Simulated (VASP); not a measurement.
# Fe (P6_3/mmc) in VASP: further runs, part 2 of 2

VASP 6.6.1.

## (3) Single point, PBEsol, collinear spin, zero start

This run uses another cell than the first one, of 9.86 Å³/atom, 0.986 times its volume.

INCAR reads:

```
SYSTEM = Fe
PREC = Accurate
ENCUT = 520
EDIFF = 1E-6
ISMEAR = -1
SIGMA = 0.05
LREAL = .FALSE.
LASPH = .TRUE.
NELM = 150
ALGO = Normal
ISIF = 2
LWAVE = .FALSE.
LCHARG = .FALSE.
ISPIN = 2
MAGMOM = 0 0
LORBIT = 11
NUPDOWN = 0.0
LMAXMIX = 4
GGA = PS
NBANDS = 19
```

KPOINTS reads:

```
Automatic mesh
0
G
  10 10 6
  0 0 0
```

POSCAR reads:

```
Fe
1.0
    2.4341575853      0.0000000000      0.0000000000
   -1.2170787927      2.1080423057      0.0000000000
    0.0000000000      0.0000000000      3.8419344700
Fe
2
Direct
    0.6666666667      0.3333333333      0.7500000000
    0.3333333333      0.6666666667      0.2500000000
```

Potentials or basis: VASP PAW PBE potentials, release 64 (Fe).

On the command line:

```
$ cat potpaw_PBE.64/Fe/POTCAR > POTCAR
$ mpirun -np 1 vasp_std > vasp.out
```

OUTCAR:

```text
SYSTEM = Fe
   PREC = Accurate
   ENCUT = 520
   EDIFF = 1E-6
   ISMEAR = -1
   LREAL = .FALSE.
   LASPH = .TRUE.
   NELM = 150
   ISIF = 2
   ISPIN = 2
   LORBIT = 11
   NUPDOWN = 0.0
   GGA = PS

 ion  position               nearest neighbor table
   1  0.667  0.333  0.750-   2 2.38   2 2.38   2 2.38   2 2.38   2 2.38   2 2.38
   2  0.333  0.667  0.250-   1 2.38   1 2.38   1 2.38   1 2.38   1 2.38   1 2.38

  LATTYP: Found a hexagonal cell.
 ALAT       =     2.4341575853
 C/A-ratio  =     1.5783425417

  Lattice vectors:

 A1 = (   2.4341575853,   0.0000000000,   0.0000000000)
 A2 = (  -1.2170787927,   2.1080423057,   0.0000000000)
 A3 = (   0.0000000000,   0.0000000000,   3.8419344700)

Analysis of symmetry for initial positions (statically):
=====================================================================
 Subroutine PRICEL returns:
 Original cell was already a primitive cell.

 Routine SETGRP: Setting up the symmetry group for a
 hexagonal supercell.

 Subroutine GETGRP returns: Found 24 space group operations
 (whereof 12 operations were pure point group operations)
 out of a pool of 24 trial point group operations.

The static configuration has the point symmetry D_3d.
 The point group associated with its full space group is D_6h.

Analysis of symmetry for dynamics (positions and initial velocities):
=====================================================================
 Subroutine PRICEL returns:
 Original cell was already a primitive cell.

 Routine SETGRP: Setting up the symmetry group for a
 hexagonal supercell.

 Subroutine GETGRP returns: Found 24 space group operations
 (whereof 12 operations were pure point group operations)
 out of a pool of 24 trial point group operations.

The dynamic configuration has the point symmetry D_3d.
 The point group associated with its full space group is D_6h.

Analysis of structural, dynamic, and magnetic symmetry:
=====================================================================
 Subroutine PRICEL returns:
 Original cell was already a primitive cell.

 Routine SETGRP: Setting up the symmetry group for a
 hexagonal supercell.

 Subroutine GETGRP returns: Found 24 space group operations
 (whereof 12 operations were pure point group operations)
 out of a pool of 24 trial point group operations.

The overall configuration has the point symmetry D_3d.
 The point group associated with its full space group is D_6h.

 Subroutine INISYM returns: Found 24 space group operations
 (whereof 12 operations are pure point group operations),
 and found     1 'primitive' translations

----------------------------------------------------------------------------------------

                                     Primitive cell

  volume of cell :      19.7141

  direct lattice vectors                    reciprocal lattice vectors
     2.434157585  0.000000000  0.000000000     0.410819746  0.237186891  0.000000000
    -1.217078793  2.108042306  0.000000000     0.000000000  0.474373781  0.000000000
     0.000000000  0.000000000  3.841934470     0.000000000  0.000000000  0.260285543

  length of vectors
     2.434157585  2.434157585  3.841934470     0.474373781  0.474373781  0.260285543

  position of ions in fractional coordinates (direct lattice)
     0.666666667  0.333333333  0.750000000
     0.333333333  0.666666667  0.250000000

  ion indices of the primitive-cell ions
   primitive index   ion index
                 1           1
[... 63 lines left out ...]
 SYSTEM =  Fe
   PREC   = accura    normal or accurate (medium, high low for compatibility)
   ISTART =      0    job   : 0-new  1-cont  2-samecut
   ICHARG =      2    charge: 1-file 2-atom 10-const
   ISPIN  =      2    spin polarized calculation?
   LNONCOLLINEAR =      F non collinear calculations
   LSORBIT =      F    spin-orbit coupling
   LASPH  =      T    aspherical Exc in radial PAW
   ENCUT  =  520.0 eV  38.22 Ry    6.18 a.u.   4.53  4.53  7.14*2*pi/ulx,y,z
   NELM   =    150;   NELMIN=  2; NELMDL= -5     # of ELM steps
   EDIFF  = 0.1E-05   stopping-criterion for ELM
   LREAL  =      F    real-space projection
   EDIFFG = 0.1E-04   stopping-criterion for IOM
   NSW    =      0    number of steps for IOM
   IBRION =     -1    ionic relax: 0-MD 1-quasi-New 2-CG
   NFREE  =      0    steps in history (QN), initial steepest desc. (CG)
   ISIF   =      2    stress and relaxation
   ISYM   =      2    0-nonsym 1-usesym 2-fastsym
   POTIM  = 0.5000    time-step for ionic-motion
   TEBEG  =    0.0;   TEEND  =   0.0 temperature during run
   PSTRESS=    0.0 pullay stress
   NELECT =      16.0000    total number of electrons
   NUPDOWN=       0.0000    fix difference up-down
   EMIN   =  10.00;   EMAX   =-10.00  energy-range for DOS
   EFERMI =   0.00;   METHOD = LEGACY
   ISMEAR =    -1;   SIGMA  =   0.05  broadening in eV -4-tet -1-fermi 0-gaus
   EFERMI_NEDOS =   21; number of points for ismear=-14 and -15
   IALGO  =     38    algorithm
   IMIX   =      4    mixing-type and parameters
     AMIX     =   0.40;   BMIX     =  1.00
     AMIX_MAG =   1.60;   BMIX_MAG =  1.00
  volume/ion in A,a.u.               =       9.86        66.52
  Fermi-wavevector in a.u.,A,eV,Ry     =   1.527058  2.885721 31.727505  2.331906
  Thomas-Fermi vector in A             =   2.635006
   LORBIT       =     11    0 simple, 1 ext, 2 COOP (PROOUT), +10 PAW based schemes
   GGA     = PS    functional components
   LHFCALC =     F    Hartree Fock is set to
   AEXX    =    0.0000 exact exchange contribution
   IVDW    =     0    specifies the selected vdW correction
   LEPSILON=     F    determine dielectric tensor
   LRPA    =     F    only Hartree local field effects (RPA)
 spin polarized calculation
  energy-cutoff  :      520.00
  volume of cell :       19.71
 maximum number of plane-waves:       546
   NGX =  9   NGY =  9   NGZ = 15

 number of electron      16.0000009 magnetization      -0.0000000

 number of electron      16.0000009 magnetization       0.0000000

 Free energy of the ion-electron system (eV)
  ---------------------------------------------------
  ext. energy  EPLUGINS =         0.00000000
  ---------------------------------------------------
  free energy    TOTEN  =       -17.86828719 eV

  energy without entropy =      -17.84474754  energy(sigma->0) =      -17.85651737

 E-fermi :   7.1419     XC(G=0): -14.1472

 val. band max:        7.0632332307   @ k =   0.3000   0.0000   0.1667
 cond. band min:       7.1459994421   @ k =   0.1000   0.1000   0.3333
 fundamental gap:      0.0827662114
 Fermi energy:         7.1418870487

 spin component 1

 k-point     1 :       0.0000    0.0000    0.0000
  band No.  band energies     occupation
      1      -2.0272      1.00000
      2       1.9618      1.00000
      3       5.3909      1.00000
      4       5.3909      1.00000
      5       5.5289      1.00000
      6       5.8869      1.00000
[... 517 lines left out ...]
     18      28.1208      0.00000
     19      33.3964      0.00000

 [... further k-points ...]

 spin component 2

 k-point     1 :       0.0000    0.0000    0.0000
  band No.  band energies     occupation
      1      -2.0272      1.00000
      2       1.9619      1.00000
      3       5.3909      1.00000
      4       5.3909      1.00000
      5       5.5289      1.00000
      6       5.8869      1.00000
[... 517 lines left out ...]
     18      28.1208      0.00000
     19      33.3964      0.00000

 [... further k-points ...]
[... 5 lines left out ...]
  --------------------------------------------------------------------------------------
  -------------------------------------------------------------------------------------
  Total       -0.1424459     -0.1424459     -0.3207626      0.0000000     -0.0000000     -0.0000000
  in kB      -11.5766414    -11.5766414    -26.0685142      0.0000000     -0.0000000     -0.0000000
  external PRESSURE =     -16.4072657 kB  Pullay stress =       0.0000000 kB

 VOLUME and BASIS-vectors are now :
 -----------------------------------------------------------------------------
  energy-cutoff  :      520.00
  volume of cell :       19.71
      direct lattice vectors                 reciprocal lattice vectors
     2.434157585  0.000000000  0.000000000     0.410819746  0.237186891  0.000000000
    -1.217078793  2.108042306  0.000000000     0.000000000  0.474373781  0.000000000
     0.000000000  0.000000000  3.841934470     0.000000000  0.000000000  0.260285543

 POSITION                                       TOTAL-FORCE (eV/Angst)
 -----------------------------------------------------------------------------------
      1.21708      0.70268      2.88145        -0.000000     -0.000000      0.000000
     -0.00000      1.40536      0.96048         0.000000      0.000000      0.000000
 -----------------------------------------------------------------------------------
    total drift:                                0.000000     -0.000000     -0.000000

  FREE ENERGIE OF THE ION-ELECTRON SYSTEM (eV)
  ---------------------------------------------------
  free  energy   TOTEN  =       -17.8682871899 eV

  energy  without entropy=      -17.8447475449  energy(sigma->0) =      -17.85651737

 total charge

# of ion       s       p       d       tot
------------------------------------------
    1        0.555   0.676   6.374   7.605
    2        0.555   0.676   6.374   7.605
--------------------------------------------------
tot          1.110   1.351  12.748  15.209

 magnetization (x)

# of ion       s       p       d       tot
------------------------------------------
    1        0.000   0.000   0.000   0.000
    2        0.000   0.000   0.000   0.000
--------------------------------------------------
tot          0.000   0.000   0.000   0.000
```

OSZICAR:

```text
N       E                     dE             d eps       ncg     rms          rms(c)
DAV:   1     0.745888394408E+02    0.74589E+02   -0.69440E+03  4496   0.114E+03
DAV:   2    -0.177140565931E+02   -0.92303E+02   -0.80423E+02  4298   0.208E+02
DAV:   3    -0.213459977843E+02   -0.36319E+01   -0.34310E+01  4771   0.519E+01
DAV:   4    -0.213730880231E+02   -0.27090E-01   -0.27076E-01  4710   0.425E+00
DAV:   5    -0.213733466730E+02   -0.25865E-03   -0.25864E-03  4843   0.388E-01    0.191E+01
DAV:   6    -0.180887117840E+02    0.32846E+01   -0.75522E+00  4592   0.618E+01    0.237E+00
DAV:   7    -0.179099041101E+02    0.17881E+00   -0.66084E-01  4946   0.150E+01    0.101E+00
DAV:   8    -0.178825024926E+02    0.27402E-01   -0.50497E-03  5904   0.840E-01    0.515E-01
DAV:   9    -0.178682447534E+02    0.14258E-01   -0.22901E-03  6094   0.481E-01    0.607E-02
DAV:  10    -0.178682861952E+02   -0.41442E-04   -0.11402E-04  4731   0.793E-02    0.209E-02
DAV:  11    -0.178682872413E+02   -0.10461E-05   -0.19638E-06  4246   0.124E-02    0.745E-03
DAV:  12    -0.178682871899E+02    0.51406E-07   -0.23578E-07  2470   0.446E-03
   1 F= -.17868287E+02 E0= -.17856517E+02  d E =-.235396E-01  mag=    -0.0000
```

stdout:

```text
POSCAR found type information on POSCAR Fe
 POSCAR found :  1 types and       2 ions
 scaLAPACK will be used
 -----------------------------------------------------------------------------
|                                                                             |
|                                                                             |
|     You enforced a specific xc type in the INCAR file but a different       |
|     I HOPE YOU KNOW WHAT YOU ARE DOING!                                     |
|                                                                             |
 -----------------------------------------------------------------------------

 LDA part: xc-table for (Slater+PW92), standard interpolation
 POSCAR, INCAR and KPOINTS ok, starting setup
 FFT: planning ... GRIDC
 FFT: planning ... GRID_SOFT
 FFT: planning ... GRID
 WAVECAR not read
 entering main loop
```

It took 19 s on 1 thread of Intel Xeon 6975P-C (Granite Rapids), shared host; peak memory 0.15 GiB.

What came out:

```yaml
Free_energy: -17.8683 eV
Pressure: -1.6 GPa
Net_moment: 0.00 μB per cell
Valence_electrons_inside_the_program's_atomic_spheres: Fe 7.61
```

Stress tensor (GPa, compression positive):
```
-1.16  0.00  0.00
 0.00 -1.16  0.00
 0.00  0.00 -2.61
```

Caveat: the PAW data sets were made with another functional, which shifts forces and pressure a little; the total moment is fixed, so each spin has its own Fermi level.
